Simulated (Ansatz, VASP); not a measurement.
## One calculation of C, two programs

INCAR

```
ALGO = Normal
EDIFF = 1E-6
ENCUT = 520
ISIF = 2
ISMEAR = -1
LASPH = T
LCHARG = F
LREAL = F
LWAVE = F
NBANDS = 11
NELM = 80
PREC = Accurate
SIGMA = 0.03
```

KPOINTS

```
k-points
0
Gamma
  16 16 16
```

POSCAR

```
C
1.0
    0.0000000000      1.7592970453      1.7592970453
    1.7592970453      0.0000000000      1.7592970453
    1.7592970453      1.7592970453      0.0000000000
C
2
Direct
    0.5000000000      0.5000000000      0.5000000000
    0.7500000000      0.7500000000      0.7500000000
```

Input for Ansatz:

```yaml
crystal:
  lattice:
    - [0.0, 1.7592970453, 1.7592970453]
    - [1.7592970453, 0.0, 1.7592970453]
    - [1.7592970453, 1.7592970453, 0.0]
  atoms:
    - { symbol: C, position: [0.5, 0.5, 0.5] }
    - { symbol: C, position: [0.75, 0.75, 0.75] }
kpoints:
  mp_grid: { grid: [16, 16, 16] }
  band_path:
    path:
      - [0.0, 0.0, 0.0]
      - [0.5, 0.0, 0.5]
      - [0.625, 0.25, 0.625]
      - [0.375, 0.375, 0.75]
      - [0.0, 0.0, 0.0]
      - [0.5, 0.5, 0.5]
      - [0.5, 0.25, 0.75]
      - [0.5, 0.0, 0.5]
    npoints: 5
scf:
  occupations: { method: fermi_dirac, width: 0.03 }
hamiltonian:
  xc: lda
  pseudopotentials: { kind: all_electron, lapw: { basis_error: 0.00025 } }
output:
  forces: true
  stress: true
  eigenvalues: true
```

Change from the starting cell: volume scaled by 0.96.

Alike in both runs: task single point; functional LDA; k mesh 16 × 16 × 16; occupations fermi-dirac, width 0.03 eV; no spin polarisation.

|  | VASP | Ansatz |
| --- | --- | --- |
| version | VASP 6.6.1 | Ansatz 0.2.0 |
| potentials or method | VASP PAW LDA potentials, release 64 (C), cutoff 520 eV | all-electron LAPW, scalar-relativistic |

```csv
,VASP,Ansatz,Ansatz less VASP
gap on the k mesh at the Fermi level (eV),4.20,4.20,+0.006
pressure (GPa),7.0,5.5,-1.54
```

LDA's correlation is that of Perdew and Zunger in VASP and of Perdew and Wang (1992) in Ansatz. Ansatz ran all-electron here, and VASP with PAW potentials.
